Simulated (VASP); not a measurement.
Runs of VASP 6.6.1 on Cu. The structure is that of space group P6/mmm (No. 191), or close to it. The cells are those of the table. 

```csv
task,cell,cutoff (eV),gap on the mesh (eV),pressure (GPa)
relaxation of cell and atoms,"relaxed to 120 GPa from a = 2.190, b = 2.190, c = 2.059 Å, angles 90.0, 90.0, 120.0°, 1 atom",600,none,120.0
single point,"a = 2.198, b = 2.198, c = 2.110 Å, angles 90.0, 90.0, 120.0°, 1 atom",520,none,120.5
relaxation of cell and atoms,"relaxed to 120 GPa from a = 2.197, b = 2.197, c = 2.110 Å, angles 90.0, 90.0, 120.0°, 1 atom",600,none,120.0
single point,"a = 2.197, b = 2.197, c = 2.110 Å, angles 90.0, 90.0, 120.0°, 1 atom",520,none,(a)
```

Alike in all rows: level PBE; potentials or basis VASP PAW PBE potentials, release 64 (Cu); no spin polarisation; k mesh 20 × 20 × 18; smearing fermi-dirac 0.05 eV.

Question: Estimate the missing entries.

Answer: (a) 120.7.

Caveats: the cell is relaxed towards a set pressure, so the enthalpy falls and the energy may rise (some runs).

A gap of «none» marks levels without a gap at the run's occupations.
